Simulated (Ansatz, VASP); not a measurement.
# Two plane-wave programs on HCl

INCAR

```
SYSTEM = HCl
ALGO     = Normal         ! electronic algorithm
EDIFF    = 1E-6           ! SCF threshold, eV
ENCUT    = 520            ! plane-wave cutoff, eV
GGA      = PS             ! functional
ISIF     = 2              ! what is computed and relaxed
ISMEAR   = 0              ! smearing method
LASPH    = .TRUE.         ! aspherical terms in the spheres
LCHARG   = .FALSE.        ! write CHGCAR
LREAL    = .FALSE.        ! projectors in reciprocal space
LWAVE    = .FALSE.        ! write WAVECAR
NBANDS   = 11             ! bands
NELM     = 80             ! most SCF steps
PREC     = Accurate       ! precision mode
SIGMA    = 0.15           ! smearing width, eV
```

File KPOINTS:

```
k-points
0
G
  16 16 16
  0 0 0
```

File POSCAR:

```
HCl
1.0
    0.0000000000      2.9565000000      2.9565000000
    2.9565000000      0.0000000000      2.9565000000
    2.9565000000      2.9565000000      0.0000000000
H Cl
1 1
Direct
    0.0000000000      0.0000000000      0.0000000000
    0.5000000000      0.5000000000      0.5000000000
```

Input for Ansatz:

```yaml
crystal:
  lattice:
    - [0.0, 2.9565, 2.9565]
    - [2.9565, 0.0, 2.9565]
    - [2.9565, 2.9565, 0.0]
  atoms:
    - { symbol: H, position: [0.0, 0.0, 0.0] }
    - { symbol: Cl, position: [0.5, 0.5, 0.5] }
basis:
  ecutwfc: 420
kpoints:
  mp_grid: { grid: [16, 16, 16] }
hamiltonian:
  xc: pbesol
scf:
  occupations: { method: gaussian, width: 0.15 }
output:
  forces: true
  stress: true
  eigenvalues: true
  write_density: true
  write_potential: true
  elf: true
  volumetric_format: npy
```

Change from the starting cell: strain +0.080 along x and y, +0.080 along z, atoms carried along.

Alike in both runs: task single point; functional PBEsol; k mesh 16 × 16 × 16; occupations gaussian, width 0.15 eV; no spin polarisation.

|  | VASP | Ansatz |
| --- | --- | --- |
| version | VASP 6.6.1 | Ansatz 0.2.0 |
| potentials or method | VASP PAW PBE potentials, release 64 (H, Cl), cutoff 520 eV | scalar-relativistic, plane waves, PAW |
| valence electrons in the cell | 8 | 8 |

|  | VASP | Ansatz | Ansatz less VASP |
| --- | --- | --- | --- |
| gap on the k mesh at the Fermi level (eV) | none | none | - |
| pressure (GPa) | -8.1 | -8.1 | +0.03 |

VASP's potentials were made for PBE, not for PBEsol. A gap of «none» marks a metal or a gap that the smearing closes. With one functional, cell and mesh, what is left measures potentials, basis and numerics.
